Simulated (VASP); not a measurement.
# LiNi3Pd: relaxation of cell and atoms with PBE

LiNi3Pd:

```
Li Ni Pd
1.0
     3.74810    0.00000    0.00000
     0.00000    3.74810    0.00000
     0.00000    0.00000    3.74810
Li Ni Pd
1 3 1
Direct
  0.00000 0.00000 0.00000
  0.00000 0.50000 0.50000
  0.50000 0.00000 0.50000
  0.50000 0.50000 0.00000
  0.50000 0.50000 0.50000
```

- Program: VASP 6.6.1
- Task: relaxation of cell and atoms
- Functional: PBE
- Potentials or basis: VASP PAW PBE potentials, release 64 (Li_sv, Ni, Pd)
- Cutoff: 600 eV
- k mesh: 4 × 4 × 4
- Occupations: gaussian, width 0.1 eV
- Spin: no spin polarisation
- Dipole correction: no
- Further INCAR settings: ALGO = Normal; EDIFF = 1e-06; IBRION = 2; EDIFFG = -0.04; NSW = 90; ISIF = 3

```
Relaxed volume                        : 19.19 Å³/atom
Relaxed cell                          : a = 4.578 Å, b = 4.578 Å, c = 4.578 Å, α = 90.00°, β = 90.00°, γ = 90.00°
Space group after relaxing (to 0.1 Å) : Pm-3m (No. 221)
Energy gained by relaxing             : 2490.6 meV/atom
Ionic steps                           : 4
Pressure after relaxing               : -0.1 GPa
Band gap on the k mesh                : zero (an odd number of electrons rules out a gap without spin polarisation)
```

The path:
```
step  energy change (eV)  largest force (eV/Å)  pressure (GPa)  volume (Å³)
   1              0.0000                0.0000          155.81        52.65
   2             -7.8863                0.0000          -10.56       175.60
   3            -12.4367                0.0000           -4.17        98.57
   4            -12.4531                0.0000           -0.14        95.94
```

Final structure:
```
Li Ni Pd
1.0
     4.57783    0.00000    0.00000
     0.00000    4.57783    0.00000
     0.00000    0.00000    4.57783
Li Ni Pd
1 3 1
Direct
  0.00000 0.00000 0.00000
  0.00000 0.50000 0.50000
  0.50000 0.00000 0.50000
  0.50000 0.50000 0.00000
  0.50000 0.50000 0.50000
```

Levels at points of the mesh, in eV from the Fermi level:
| k point | band 18 | band 19 | band 20 | band 21 | band 22 | band 23 | band 24 | band 25 |
| --- | --- | --- | --- | --- | --- | --- | --- | --- |
| (0.00, 0.00, 0.00) | 0.13 | 0.13 | 0.13 | 0.38 | 0.38 | 1.36 | 1.36 | 1.36 |
| (0.50, 0.00, 0.00) | -0.39 | -0.36 | -0.13 | -0.13 | 0.13 | 0.32 | 3.27 | 3.27 |
| (0.50, 0.50, 0.00) | -0.38 | -0.33 | -0.26 | -0.13 | -0.13 | 0.07 | 0.07 | 1.42 |
| (0.50, 0.50, 0.50) | -0.28 | -0.28 | -0.24 | -0.24 | -0.24 | 1.12 | 1.12 | 1.12 |

It took 51 s on 1 thread of Intel(R) Xeon(R) 6975P-C (Granite Rapids), on a shared host, peak memory 0.17 GiB.

Caveat: the k points lie up to 0.34 Å⁻¹ apart in the final cell, too coarse for converged energies and pressures of a metal; the cutoff is under 1.25 times the usual one of these potentials, so pressure, stress and relaxed cells hold a basis-set (Pulay) error; the volume moved by over 15 % at a fixed basis, so the end points are rough. Spin polarisation is off, so any magnetic state and its effect on volume and gap are missing.
